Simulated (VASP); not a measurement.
**MnO2: single point with BLYP+D4**

Crystal: MnO2.

```
CELL_PARAMETERS angstrom
2.88774 0.00000 0.00000
-1.44387 2.50086 0.00000
0.00000 0.00000 4.34763
ATOMIC_POSITIONS crystal
Mn 0.00000 0.00000 0.50000
O 0.33333 0.66667 0.71907
O 0.66667 0.33333 0.28093
```

```json
{
 "Program": "VASP 6.6.1",
 "Task": "single point",
 "Functional": "BLYP",
 "Dispersion": "D4",
 "Potentials or basis": "VASP PAW PBE potentials, release 64 (Mn_sv, O)",
 "Cutoff": "700 eV",
 "k mesh": "11 × 11 × 6",
 "Occupations": "fermi-dirac, width 0.05 eV",
 "Spin": "collinear spin, ferromagnetic start",
 "Starting moments": "[4.0, 0.0, 0.0] μB",
 "Dipole correction": "no",
 "Further INCAR settings": "ALGO = Normal; EDIFF = 1e-06; NBANDS = 24"
}
```

```yaml
Pressure: 0.0 GPa
Largest_force: 0.009 eV/Å
Band_gap_on_the_k_mesh: 0.72 eV (least direct gap 0.79 eV)
Net_moment: 3.00 μB per cell
Site_moments: Mn +2.71; O +0.06 μB
Valence_electrons_inside_the_program's_atomic_spheres: Mn 12.76; O 4.99
Dispersion_energy_per_atom: -0.352 eV
```

Forces in eV/Å, atoms in the order of the input:
```
Mn   0.000  0.000  0.000
O    0.000  0.000  0.009
O    0.000  0.000 -0.009
```

Stress tensor (GPa, compression positive):
```
 0.18  0.00  0.00
 0.00  0.18  0.00
 0.00  0.00 -0.31
```

Levels at points of the mesh, in eV from the valence-band top:
Spin up:
```
           k point  band 12  band 13  band 14  band 15  band 16  band 17  band 18  band 19
(0.00, 0.00, 0.00)    -1.39    -1.39    -0.87    -0.45     2.75     2.75     7.36    10.55
(0.00, 0.00, 0.50)    -2.38    -1.48    -1.48    -0.06     2.85     2.85     9.56     9.70
```
Spin down:
| k point | band 8 | band 9 | band 10 | band 11 | band 12 | band 13 | band 14 | band 15 | band 16 | band 17 |
| --- | --- | --- | --- | --- | --- | --- | --- | --- | --- | --- |
| (0.00, 0.00, 0.00) | -4.93 | -4.93 | -1.32 | -1.32 | -0.67 | 0.74 | 0.74 | 2.26 | 4.00 | 4.00 |
| (0.00, 0.00, 0.50) | -4.90 | -4.18 | -2.44 | -1.41 | -1.41 | 0.72 | 0.72 | 2.40 | 4.09 | 4.09 |

Run time: 4.3 min on 1 thread of AMD EPYC 7R13 Processor (Zen 3), with other jobs on the host, peak memory 0.26 GiB.

Caveat: the PAW data sets were made with another functional, which shifts forces and pressure a little; a cell with one magnetic atom can't hold antiferromagnetic order, which such compounds often take. A k mesh can miss the band edges.
